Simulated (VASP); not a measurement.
Wanted: the native input for a VASP 6.6.1 run.

| Item | Value |
| --- | --- |
| Task | single point |
| Functional | PBE |
| Potentials or basis | VASP PAW PBE potentials, release 64 (Cd, H) |
| Cutoff | 520 eV |
| k mesh | 2 × 2 × 2 |
| Occupations | gaussian, width 0.1 eV |
| Spin | no spin polarisation |
| Dipole correction | no |
| Further INCAR settings | ALGO = Normal; EDIFF = 1e-07; NBANDS = 18 |

The structure of CdH6 lies in POSCAR:

```
CdH6
1.0
    5.9663094078      0.0000000000      0.0000000000
    0.0000000000      5.9663094078      0.0000000000
    0.0000000000      0.0000000000      5.9663094078
Cd H
1 6
Direct
    0.0000000000      0.0000000000      0.0000000000
    0.0628808557      0.5000000000      0.5000000000
    0.5000000000      0.0628808557      0.5000000000
    0.9371191443      0.5000000000      0.5000000000
    0.5000000000      0.9371191443      0.5000000000
    0.5000000000      0.5000000000      0.0628808557
    0.5000000000      0.5000000000      0.9371191443
```

The input as run:

INCAR

```
PREC = Accurate
ENCUT = 520
EDIFF = 1E-7
ISMEAR = 0
SIGMA = 0.1
LREAL = F
LASPH = T
NELM = 100
ALGO = Normal
ISIF = 2
LWAVE = F
LCHARG = F
GGA = PE
NBANDS = 18
```

KPOINTS

```
Automatic mesh
0
Gamma
  2 2 2
```

Potentials or basis: VASP PAW PBE potentials, release 64 (Cd, H).

Command:

```console
$ cat potpaw_PBE.64/Cd/POTCAR potpaw_PBE.64/H/POTCAR > POTCAR
$ mpirun -np 1 vasp_std > vasp.out
```

It gave:

```
Pressure               : 0.0 GPa
Largest force          : 0.013 eV/Å
Band gap on the k mesh : 3.77 eV
```

Caveat: the k points lie up to 0.53 Å⁻¹ apart.

It took 21 s on 1 thread of Intel(R) Xeon(R) Platinum 8259CL CPU @ 2.50GHz (Skylake/Cascade Lake), on a shared host, peak memory 0.3 GiB.
